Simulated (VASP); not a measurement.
SiO2: phonons with PBE+D3(BJ)

Crystal: SiO2.

```
CELL_PARAMETERS angstrom
2.68697 0.00000 0.00000
-1.34348 2.32698 0.00000
0.00000 0.00000 9.17149
ATOMIC_POSITIONS crystal
Si 0.33333 0.66667 0.10111
Si 0.66667 0.33333 0.60111
O 0.00000 0.00000 0.20088
O 0.66667 0.33333 0.00129
O 0.00000 0.00000 0.70088
O 0.33333 0.66667 0.50129
```

```yaml
Program: VASP 6.6.1
Task: phonons
Functional: PBE
Dispersion: D3(BJ)
Potentials_or_basis: VASP PAW PBE potentials, release 64 (Si, O)
Cutoff: 520 eV
k_mesh: 12 × 12 × 4
Occupations: gaussian, width 0.01 eV
Spin: no spin polarisation
Dipole_correction: no
Further_INCAR_settings: ALGO = Normal; EDIFF = 1e-08; NBANDS = 25; IBRION = 6; POTIM = 0.015; NSW = 1
```

The highest phonon frequency at Γ, LO-TO splitting left out is 939 cm⁻¹. The dispersion energy per atom is -0.187 eV.

Phonon frequencies in cm⁻¹ (negative: imaginary):
| q point | frequencies |
| --- | --- |
| (0.000, 0.000, 0.000) | 0 0 0 36 36 83 539 539 541 541 561 561 562 562 683 691 832 939 |

Wall time 31 min on 1 thread of AMD EPYC 9R14 (Zen 4), with other jobs on the host, peak memory 0.58 GiB.
